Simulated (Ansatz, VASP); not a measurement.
## One calculation of AlNi2, two programs

INCAR

```
PREC = Accurate ; ENCUT = 520
EDIFF = 1E-6 ; ISMEAR = 0
SIGMA = 0.1 ; LREAL = False
LASPH = True ; NELM = 100
ALGO = Fast ; ISIF = 2
LWAVE = False ; LCHARG = True
GGA = PS ; LELF = True
LVHAR = True ; NBANDS = 32
```

The input KPOINTS:

```
regular mesh
0
Gamma
  12 12 10
```

File POSCAR:

```
AlNi2
1.0
    3.9740030242      0.0000000000      0.0000000000
   -1.9870015121      3.4415875737      0.0000000000
    0.0000000000      0.0000000000      4.9042588200
Al Ni
2 4
Direct
    0.3333333333      0.6666666667      0.1898740600
    0.6666666667      0.3333333333      0.8101259400
    0.3333333333      0.6666666667      0.6851100400
    0.6666666667      0.3333333333      0.3148899600
    0.0000000000      0.0000000000      0.5000000000
    0.0000000000      0.0000000000      0.0000000000
```

Input for Ansatz:

```yaml
crystal:
  lattice:
    - [3.9740030242, 0.0, 0.0]
    - [-1.9870015121, 3.4415875737, 0.0]
    - [0.0, 0.0, 4.90425882]
  atoms:
    - { symbol: Al, position: [0.3333333333, 0.6666666667, 0.18987406] }
    - { symbol: Al, position: [0.6666666667, 0.3333333333, 0.81012594] }
    - { symbol: Ni, position: [0.3333333333, 0.6666666667, 0.68511004] }
    - { symbol: Ni, position: [0.6666666667, 0.3333333333, 0.31488996] }
    - { symbol: Ni, position: [0.0, 0.0, 0.5] }
    - { symbol: Ni, position: [0.0, 0.0, 0.0] }
basis:
  ecutwfc: 420
kpoints:
  mp_grid: { grid: [12, 12, 10] }
hamiltonian:
  xc: pbesol
scf:
  occupations: { method: gaussian, width: 0.1 }
output:
  forces: true
  stress: true
  eigenvalues: true
```

Alike in both runs: task single point; functional PBEsol; k mesh 12 × 12 × 10; occupations gaussian, width 0.1 eV; no spin polarisation.

|  | VASP | Ansatz |
| --- | --- | --- |
| version | VASP 6.6.1 | Ansatz 0.2.0 |
| potentials or method | VASP PAW PBE potentials, release 64 (Al, Ni), cutoff 520 eV | scalar-relativistic, plane waves, PAW |
| valence electrons in the cell | 46 | 78 |

|  | VASP | Ansatz | Ansatz less VASP |
| --- | --- | --- | --- |
| gap on the k mesh at the Fermi level (eV) | none | none | - |
| pressure (GPa) | 0.2 | 0.1 | -0.13 |
| rms of the force components (eV/Å) | 0.021 | 0.020 | -0.0013 |

VASP's potentials were made for PBE, not for PBEsol. Atom by atom the forces differ by 0.004 eV/Å (rms over components). A gap of «none» marks a metal or a gap that the smearing closes. With one functional, cell and mesh, what is left measures potentials, basis and numerics. VASP's potentials hold 46 valence electrons a cell and Ansatz's 78, so a difference there can come from the potentials and not from the codes.
